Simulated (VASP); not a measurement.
# Nb (Im-3m) in VASP: a series of runs

Nb is run at these levels: LDA; tasks: density of states.

Everything below comes from runs of VASP 6.6.1. Logs are shortened: lines on timing, memory, paths and dates and some standing lists are left out, and cuts for length are marked.

**1. The cell of the first run**

The structure is cubic, space group Im-3m (No. 229). The conventional cell has a = 2.489 Å, b = 2.489 Å, c = 2.489 Å, α = 90.00°, β = 90.00°, γ = 90.00°. Within 2.9 Å of Nb (site symmetry m-3m) lie 14 Nb at 2.16 to 2.49 Å.

**2. Density of states, LDA (volume scaled by 0.45)**

Input file POSCAR:

```
Nb
1.0
   -1.2445223254      1.2445223254      1.2445223254
    1.2445223254     -1.2445223254      1.2445223254
    1.2445223254      1.2445223254     -1.2445223254
Nb
1
Direct
    0.0000000000      0.0000000000      0.0000000000
```

Input file INCAR.step1:

```
SYSTEM = Nb
PREC = Accurate
ENCUT = 520
EDIFF = 1E-6
ISMEAR = -1
SIGMA = 0.1
LREAL = .FALSE.
LASPH = .TRUE.
NELM = 60
ALGO = Normal
ISIF = 2
LWAVE = .FALSE.
LCHARG = .TRUE.
LMAXMIX = 4
GGA = CA
NBANDS = 12
```

Input file KPOINTS.step1:

```
Automatic mesh
0
G
  16 16 16
  0 0 0
```

Input file INCAR.step2:

```
SYSTEM = Nb
PREC = Accurate
ENCUT = 520
EDIFF = 1E-6
ISMEAR = -5
SIGMA = 0.1
LREAL = .FALSE.
LASPH = .TRUE.
NELM = 60
ALGO = Normal
ISIF = 2
LWAVE = .FALSE.
LCHARG = .FALSE.
LMAXMIX = 4
GGA = CA
LORBIT = 11
NEDOS = 1001
ICHARG = 11
```

Input file KPOINTS.step2:

```
Automatic mesh
0
G
  24 24 24
  0 0 0
```

Potentials or basis: VASP PAW LDA potentials, release 64 (Nb_sv).

Started as:

```bash
$ cat potpaw_LDA.64/Nb_sv/POTCAR > POTCAR
$ cp INCAR.step1 INCAR
$ cp KPOINTS.step1 KPOINTS
$ mpirun -np 1 vasp_std > vasp.out
$ cp INCAR.step2 INCAR
$ cp KPOINTS.step2 KPOINTS
$ mpirun -np 1 vasp_std > vasp.out
```

OUTCAR:

```text
SYSTEM = Nb
   PREC = Accurate
   ENCUT = 520
   EDIFF = 1E-6
   ISMEAR = -5
   LREAL = .FALSE.
   LASPH = .TRUE.
   NELM = 60
   ISIF = 2
   GGA = CA
   LORBIT = 11
   ICHARG = 11

 ion  position               nearest neighbor table
   1  0.000  0.000  0.000-

  LATTYP: Found a body centered cubic cell.
 ALAT       =     2.4890446508

  Lattice vectors:

 A1 = (  -1.2445223254,   1.2445223254,   1.2445223254)
 A2 = (   1.2445223254,  -1.2445223254,   1.2445223254)
 A3 = (   1.2445223254,   1.2445223254,  -1.2445223254)

Analysis of symmetry for initial positions (statically):
=====================================================================
 Subroutine PRICEL returns:
 Original cell was already a primitive cell.

 Routine SETGRP: Setting up the symmetry group for a
 body centered cubic supercell.

 Subroutine GETGRP returns: Found 48 space group operations
 (whereof 48 operations were pure point group operations)
 out of a pool of 48 trial point group operations.

The static configuration has the point symmetry O_h .

Analysis of symmetry for dynamics (positions and initial velocities):
=====================================================================
 Subroutine PRICEL returns:
 Original cell was already a primitive cell.

 Routine SETGRP: Setting up the symmetry group for a
 body centered cubic supercell.

 Subroutine GETGRP returns: Found 48 space group operations
 (whereof 48 operations were pure point group operations)
 out of a pool of 48 trial point group operations.

The dynamic configuration has the point symmetry O_h .

 Subroutine INISYM returns: Found 48 space group operations
 (whereof 48 operations are pure point group operations),
 and found     1 'primitive' translations

----------------------------------------------------------------------------------------

                                     Primitive cell

  volume of cell :       7.7102

  direct lattice vectors                    reciprocal lattice vectors
    -1.244522325  1.244522325  1.244522325     0.000000000  0.401760571  0.401760571
     1.244522325 -1.244522325  1.244522325     0.401760571  0.000000000  0.401760571
     1.244522325  1.244522325 -1.244522325     0.401760571  0.401760571  0.000000000

  length of vectors
     2.155575899  2.155575899  2.155575899     0.568175248  0.568175248  0.568175248
[... 86 lines left out ...]
   NFREE  =      0    steps in history (QN), initial steepest desc. (CG)
   ISIF   =      2    stress and relaxation
   ISYM   =      2    0-nonsym 1-usesym 2-fastsym
   POTIM  = 0.5000    time-step for ionic-motion
   TEBEG  =    0.0;   TEEND  =   0.0 temperature during run
   PSTRESS=    0.0 pullay stress
   NELECT =      13.0000    total number of electrons
   NUPDOWN=      -1.0000    fix difference up-down
   EMIN   =  10.00;   EMAX   =-10.00  energy-range for DOS
   EFERMI =   0.00;   METHOD = LEGACY
   ISMEAR =    -5;   SIGMA  =   0.10  broadening in eV -4-tet -1-fermi 0-gaus
   EFERMI_NEDOS =   21; number of points for ismear=-14 and -15
   IALGO  =     38    algorithm
   IMIX   =      4    mixing-type and parameters
     AMIX     =   0.40;   BMIX     =  1.00
     AMIX_MAG =   1.60;   BMIX_MAG =  1.00
  volume/ion in A,a.u.               =       7.71        52.03
  Fermi-wavevector in a.u.,A,eV,Ry     =   1.948498  3.682127 51.656475  3.796644
  Thomas-Fermi vector in A             =   2.976486
   LORBIT       =     11    0 simple, 1 ext, 2 COOP (PROOUT), +10 PAW based schemes
   GGA     = CA    functional components
   LHFCALC =     F    Hartree Fock is set to
   AEXX    =    0.0000 exact exchange contribution
   IVDW    =     0    specifies the selected vdW correction
   LEPSILON=     F    determine dielectric tensor
   LRPA    =     F    only Hartree local field effects (RPA)
 non-spin polarized calculation
 Fermi weights with tetrahedron method with Bloechl corrections
  energy-cutoff  :      520.00
  volume of cell :        7.71
 maximum number of plane-waves:       236

 number of electron      13.0000000 magnetization

 Free energy of the ion-electron system (eV)
  ---------------------------------------------------
  ext. energy  EPLUGINS =         0.00000000
  ---------------------------------------------------
  free energy    TOTEN  =        -0.76402189 eV

  energy without entropy =       -0.76402189  energy(sigma->0) =       -0.76402189

 E-fermi :  29.8135     XC(G=0): -17.7403

 val. band max:       30.0391063901   @ k =   0.2917   0.2917   0.1250
 cond. band min:      29.5460203364   @ k =  -0.1667   0.2500   0.0833
 fundamental gap:     -0.4930860537
 Fermi energy:        29.8135023587

 k-point     1 :       0.0000    0.0000    0.0000
  band No.  band energies     occupation
      1     -30.0585      2.00000
      2       2.1947      2.00000
      3       2.1947      2.00000
      4       2.1947      2.00000
      5      26.3659      2.00000
      6      26.8108      2.00000
      7      26.8108      2.00000
      8      26.8108      2.00000
      9      33.4325      0.00000
     10      33.4325      0.00000
[... 287 lines left out ...]
 k-point    24 :       0.4583    0.0417    0.0000
  band No.  band energies     occupation
      1     -25.8614      2.00000
      2      -9.3514      2.00000
      3      -1.4025      2.00000
      4       1.5460      2.00000
      5      19.5340      2.00000
      6      21.4480      2.00000
      7      35.1099      0.00000
      8      36.2628      0.00000
      9      40.7482      0.00000
     10      42.2669      0.00000

 [... further k-points ...]

------------------------ aborting loop because EDIFF is reached ----------------------------------------

  FORCE on cell =-STRESS in cart. coord.  units (eV):
  Direction    XX          YY          ZZ          XY          YZ          ZX
  --------------------------------------------------------------------------------------
  -------------------------------------------------------------------------------------
  Total       33.1368018     33.1368018     33.1368018      0.0000000      0.0000000      0.0000000
  in kB     6885.7794197   6885.7794197   6885.7794197      0.0000000      0.0000000      0.0000000
  external PRESSURE =    6885.7794197 kB  Pullay stress =       0.0000000 kB

 VOLUME and BASIS-vectors are now :
 -----------------------------------------------------------------------------
  energy-cutoff  :      520.00
  volume of cell :        7.71
      direct lattice vectors                 reciprocal lattice vectors
    -1.244522325  1.244522325  1.244522325     0.000000000  0.401760571  0.401760571
     1.244522325 -1.244522325  1.244522325     0.401760571  0.000000000  0.401760571
     1.244522325  1.244522325 -1.244522325     0.401760571  0.401760571  0.000000000

 POSITION                                       TOTAL-FORCE (eV/Angst)
 -----------------------------------------------------------------------------------
      0.00000      0.00000      0.00000         0.000000      0.000000     -0.000000
 -----------------------------------------------------------------------------------
    total drift:                                0.000000      0.000000     -0.000000

  FREE ENERGIE OF THE ION-ELECTRON SYSTEM (eV)
  ---------------------------------------------------
  free  energy   TOTEN  =        -0.7640218912 eV

  energy  without entropy=       -0.7640218912  energy(sigma->0) =       -0.76402189

 total charge

# of ion       s       p       d       tot
------------------------------------------
    1        2.339   6.185   4.918  13.441
```

OSZICAR.step1:

```text
N       E                     dE             d eps       ncg     rms          rms(c)
DAV:   1     0.138797303600E+03    0.13880E+03   -0.77228E+03  3576   0.123E+03
DAV:   2     0.323817967271E+01   -0.13556E+03   -0.12790E+03  3596   0.447E+02
DAV:   3    -0.672997501216E+00   -0.39112E+01   -0.37538E+01  5144   0.772E+01
DAV:   4    -0.785508039494E+00   -0.11251E+00   -0.11189E+00  4616   0.979E+00
DAV:   5    -0.789989731876E+00   -0.44817E-02   -0.44809E-02  5120   0.151E+00    0.329E+01
DAV:   6    -0.677836965270E+00    0.11215E+00   -0.23666E-01  5332   0.527E+00    0.174E+01
DAV:   7    -0.741001548389E+00   -0.63165E-01   -0.25370E-01  5720   0.471E+00    0.233E+00
DAV:   8    -0.764126219973E+00   -0.23125E-01   -0.50154E-02  3744   0.300E+00    0.518E-01
DAV:   9    -0.763998627557E+00    0.12759E-03   -0.36246E-03  5124   0.739E-01    0.123E-01
DAV:  10    -0.764130818136E+00   -0.13219E-03   -0.23627E-04  4196   0.241E-01    0.241E-02
DAV:  11    -0.764128253294E+00    0.25648E-05   -0.78615E-06  5100   0.305E-02    0.128E-02
DAV:  12    -0.764130344748E+00   -0.20915E-05   -0.55660E-06  5092   0.295E-02    0.242E-03
DAV:  13    -0.764130398636E+00   -0.53888E-07   -0.74879E-07  3256   0.777E-03
   1 F= -.76413040E+00 E0= -.75772739E+00  d E =-.128060E-01
```

It took 16 s on 1 thread of Intel Xeon 6975P-C (Granite Rapids), shared host; peak memory 0.17 GiB.

Caveat: the cell differs from its parent crystal (volume scaled by 0.45); tetrahedron occupations give inexact forces and stress in metals.

**3. Density of states, LDA (volume scaled by 0.55)**

Input file POSCAR:

```
Nb
1.0
   -1.3306160278      1.3306160278      1.3306160278
    1.3306160278     -1.3306160278      1.3306160278
    1.3306160278      1.3306160278     -1.3306160278
Nb
1
Direct
    0.0000000000      0.0000000000      0.0000000000
```

Input file INCAR.step1:

```
  ALGO = Normal
  EDIFF = 1E-6
  ENCUT = 520
  GGA = CA
  ISIF = 2
  ISMEAR = -1
  LASPH = T
  LCHARG = T
  LMAXMIX = 4
  LREAL = F
  LWAVE = F
  NBANDS = 12
  NELM = 100
  PREC = Accurate
  SIGMA = 0.1
```

Input file KPOINTS.step1:

```
k-points
0
Gamma
  16 16 16
```

Input file INCAR.step2:

```
  ALGO = Normal
  EDIFF = 1E-6
  ENCUT = 520
  GGA = CA
  ICHARG = 11
  ISIF = 2
  ISMEAR = -5
  LASPH = T
  LCHARG = F
  LMAXMIX = 4
  LORBIT = 11
  LREAL = F
  LWAVE = F
  NBANDS = 12
  NEDOS = 2001
  NELM = 100
  PREC = Accurate
  SIGMA = 0.1
```

Input file KPOINTS.step2:

```
k-points
0
Gamma
  24 24 24
```

Potentials or basis: VASP PAW LDA potentials, release 64 (Nb_sv).

Started as:

```bash
$ cat potpaw_LDA.64/Nb_sv/POTCAR > POTCAR
$ cp INCAR.step1 INCAR
$ cp KPOINTS.step1 KPOINTS
$ mpirun -np 1 vasp_std > vasp.out
$ cp INCAR.step2 INCAR
$ cp KPOINTS.step2 KPOINTS
$ mpirun -np 1 vasp_std > vasp.out
```

It took 29 s on 1 thread of Intel Xeon 6975P-C (Granite Rapids), shared host; peak memory 0.18 GiB.

Results (log left out):

| Property | Result |
| --- | --- |
| Valence electrons inside the program's atomic spheres | Nb 12.50 |

Levels at points of the mesh, in eV from the Fermi level:
```csv
k point,band 4,band 5,band 6,band 7,band 8,band 9
"(0.00, 0.00, 0.00)",-28.00,-5.42,-1.64,-1.64,-1.64,3.96
"(0.50, 0.00, 0.00)",-28.26,-8.37,-6.07,5.11,6.32,7.97
"(0.50, 0.50, 0.50)",-32.94,-10.61,-10.61,10.28,10.28,10.28
```

Caveat: the cell differs from its parent crystal (volume scaled by 0.55); tetrahedron occupations give inexact forces and stress in metals.

**4. Density of states, LDA (volume scaled by 0.72)**

Input file POSCAR:

```
Nb
1.0
   -1.4556021421      1.4556021421      1.4556021421
    1.4556021421     -1.4556021421      1.4556021421
    1.4556021421      1.4556021421     -1.4556021421
Nb
1
Direct
    0.0000000000      0.0000000000      0.0000000000
```

Input file INCAR.step1:

```
ALGO = Normal ; EDIFF = 1E-6
ENCUT = 520 ; ISIF = 2
ISMEAR = -1 ; LASPH = True
LCHARG = True ; LMAXMIX = 4
LREAL = False ; LWAVE = False
NBANDS = 12 ; NELM = 80
PREC = Accurate ; SIGMA = 0.1
```

KPOINTS.step1 is that of step 3.

Input file INCAR.step2:

```
ALGO = Normal ; EDIFF = 1E-6
ENCUT = 520 ; ICHARG = 11
ISIF = 2 ; ISMEAR = -5
LASPH = True ; LCHARG = False
LMAXMIX = 4 ; LORBIT = 11
LREAL = False ; LWAVE = False
NEDOS = 1001 ; NELM = 80
PREC = Accurate ; SIGMA = 0.1
```

KPOINTS.step2 is that of step 3.

Started as:

```bash
$ cat potpaw_LDA.64/Nb_sv/POTCAR > POTCAR
$ cp INCAR.step1 INCAR
$ cp KPOINTS.step1 KPOINTS
$ mpirun -np 1 vasp_std > vasp.out
$ cp INCAR.step2 INCAR
$ cp KPOINTS.step2 KPOINTS
$ mpirun -np 1 vasp_std > vasp.out
```

Run time: 30 s. Hardware: 1 thread of Intel Xeon 6975P-C (Granite Rapids), shared host; peak memory 0.19 GiB.

The run converged. Its results:

* Valence electrons inside the program's atomic spheres: Nb 11.57

Levels at points of the mesh, in eV from the Fermi level:
```
           k point  band 5  band 6  band 7  band 8  band 9  band 10
(0.00, 0.00, 0.00)   -6.21   -0.29   -0.29   -0.29    4.06     4.06
(0.50, 0.00, 0.00)   -5.91   -3.53    4.53    5.01    5.54     9.79
(0.50, 0.50, 0.50)   -6.88   -6.88    8.34    8.34    8.34    12.82
```

Caveat: the cell differs from its parent crystal (volume scaled by 0.72); tetrahedron occupations give inexact forces and stress in metals.

**5. Density of states, LDA**

This run uses another cell than the first one, of 17.13 Å³/atom, 2.222 times its volume.

Input file POSCAR:

```
Nb
1.0
   -1.6240467269      1.6240467269      1.6240467269
    1.6240467269     -1.6240467269      1.6240467269
    1.6240467269      1.6240467269     -1.6240467269
Nb
1
Direct
    0.0000000000      0.0000000000      0.0000000000
```

Input file INCAR.step1:

```
SYSTEM = Nb
PREC = Accurate
ENCUT = 520
EDIFF = 1E-6
ISMEAR = -1
SIGMA = 0.1
LREAL = .FALSE.
LASPH = .TRUE.
NELM = 80
ALGO = Normal
ISIF = 2
LWAVE = .FALSE.
LCHARG = .TRUE.
LMAXMIX = 4
GGA = CA
NBANDS = 12
```

Input file KPOINTS.step1:

```
Automatic mesh
0
G
  16 16 16
  0 0 0
```

Input file INCAR.step2:

```
SYSTEM = Nb
PREC = Accurate
ENCUT = 520
EDIFF = 1E-6
ISMEAR = -5
SIGMA = 0.1
LREAL = .FALSE.
LASPH = .TRUE.
NELM = 80
ALGO = Normal
ISIF = 2
LWAVE = .FALSE.
LCHARG = .FALSE.
LMAXMIX = 4
GGA = CA
LORBIT = 11
NEDOS = 2001
ICHARG = 11
```

Input file KPOINTS.step2:

```
Automatic mesh
0
G
  24 24 24
  0 0 0
```

Potentials or basis: VASP PAW LDA potentials, release 64 (Nb_sv).

Started as:

```bash
$ cat potpaw_LDA.64/Nb_sv/POTCAR > POTCAR
$ cp INCAR.step1 INCAR
$ cp KPOINTS.step1 KPOINTS
$ mpirun -np 1 vasp_std > vasp.out
$ cp INCAR.step2 INCAR
$ cp KPOINTS.step2 KPOINTS
$ mpirun -np 1 vasp_std > vasp.out
```

OUTCAR:

```text
SYSTEM = Nb
   PREC = Accurate
   ENCUT = 520
   EDIFF = 1E-6
   ISMEAR = -5
   LREAL = .FALSE.
   LASPH = .TRUE.
   NELM = 80
   ISIF = 2
   GGA = CA
   LORBIT = 11
   ICHARG = 11

 ion  position               nearest neighbor table
   1  0.000  0.000  0.000-

  LATTYP: Found a body centered cubic cell.
 ALAT       =     3.2480934538

  Lattice vectors:

[... 499 lines left out ...]
------------------------ aborting loop because EDIFF is reached ----------------------------------------

  FORCE on cell =-STRESS in cart. coord.  units (eV):
  Direction    XX          YY          ZZ          XY          YZ          ZX
  --------------------------------------------------------------------------------------
  -------------------------------------------------------------------------------------
  Total       -0.0528724     -0.0528724     -0.0528724      0.0000000      0.0000000     -0.0000000
  in kB       -4.9440614     -4.9440614     -4.9440614      0.0000000      0.0000000     -0.0000000
  external PRESSURE =      -4.9440614 kB  Pullay stress =       0.0000000 kB

 VOLUME and BASIS-vectors are now :
 -----------------------------------------------------------------------------
  energy-cutoff  :      520.00
  volume of cell :       17.13
      direct lattice vectors                 reciprocal lattice vectors
    -1.624046727  1.624046727  1.624046727     0.000000000  0.307872915  0.307872915
     1.624046727 -1.624046727  1.624046727     0.307872915  0.000000000  0.307872915
     1.624046727  1.624046727 -1.624046727     0.307872915  0.307872915  0.000000000

 POSITION                                       TOTAL-FORCE (eV/Angst)
 -----------------------------------------------------------------------------------
      0.00000      0.00000      0.00000        -0.000000     -0.000000     -0.000000
 -----------------------------------------------------------------------------------
    total drift:                               -0.000000     -0.000000      0.000000

  FREE ENERGIE OF THE ION-ELECTRON SYSTEM (eV)
  ---------------------------------------------------
  free  energy   TOTEN  =       -11.2564639716 eV

  energy  without entropy=      -11.2564639716  energy(sigma->0) =      -11.25646397

 total charge

# of ion       s       p       d       tot
------------------------------------------
    1        2.233   6.000   2.594  10.828
```

OUTCAR.step1:

```text
SYSTEM = Nb
   PREC = Accurate
   ENCUT = 520
   EDIFF = 1E-6
   ISMEAR = -1
   LREAL = .FALSE.
[... 578 lines left out ...]
 -----------------------------------------------------------------------------------
      0.00000      0.00000      0.00000        -0.000000      0.000000      0.000000
 -----------------------------------------------------------------------------------
    total drift:                                0.000000      0.000000     -0.000000

  FREE ENERGIE OF THE ION-ELECTRON SYSTEM (eV)
  ---------------------------------------------------
  free  energy   TOTEN  =       -11.2811167687 eV

  energy  without entropy=      -11.2367369965  energy(sigma->0) =      -11.25892688
```

OSZICAR.step1:

```text
N       E                     dE             d eps       ncg     rms          rms(c)
DAV:   1     0.122046701218E+03    0.12205E+03   -0.71858E+03  3496   0.110E+03
DAV:   2    -0.623571989565E+01   -0.12828E+03   -0.12354E+03  3780   0.415E+02
DAV:   3    -0.114289150358E+02   -0.51932E+01   -0.49132E+01  5248   0.726E+01
DAV:   4    -0.116862063642E+02   -0.25729E+00   -0.25566E+00  5004   0.140E+01
DAV:   5    -0.116960467277E+02   -0.98404E-02   -0.98362E-02  5136   0.240E+00    0.762E+00
DAV:   6    -0.113235852066E+02    0.37246E+00   -0.55581E-01  5708   0.983E+00    0.273E+00
DAV:   7    -0.112777869730E+02    0.45798E-01   -0.16182E-01  5752   0.516E+00    0.869E-01
DAV:   8    -0.112810650838E+02   -0.32781E-02   -0.11409E-02  4260   0.136E+00    0.339E-02
DAV:   9    -0.112811119972E+02   -0.46913E-04   -0.81422E-04  5748   0.291E-01    0.362E-02
DAV:  10    -0.112811190356E+02   -0.70384E-05   -0.12981E-05  4364   0.387E-02    0.218E-02
DAV:  11    -0.112811168210E+02    0.22146E-05   -0.82146E-06  4476   0.509E-02    0.366E-03
DAV:  12    -0.112811167687E+02    0.52282E-07   -0.15197E-07  2584   0.548E-03
   1 F= -.11281117E+02 E0= -.11258927E+02  d E =-.443798E-01
```

It took 30 s on 1 thread of Intel Xeon 6975P-C (Granite Rapids), shared host; peak memory 0.21 GiB.

What came out:

```
Valence electrons inside the program's atomic spheres : Nb 10.83
```

Levels at points of the mesh, in eV from the Fermi level:
| k point | band 3 | band 4 | band 5 | band 6 | band 7 | band 8 | band 9 | band 10 |
| --- | --- | --- | --- | --- | --- | --- | --- | --- |
| (0.00, 0.00, 0.00) | -29.33 | -29.33 | -6.00 | 0.34 | 0.34 | 0.34 | 3.41 | 3.41 |
| (0.50, 0.00, 0.00) | -29.83 | -29.35 | -3.93 | -1.82 | 2.62 | 3.47 | 4.19 | 6.83 |
| (0.50, 0.50, 0.50) | -30.42 | -30.42 | -4.02 | -4.02 | 5.98 | 5.98 | 5.98 | 9.52 |

Caveat: tetrahedron occupations give inexact forces and stress in metals.
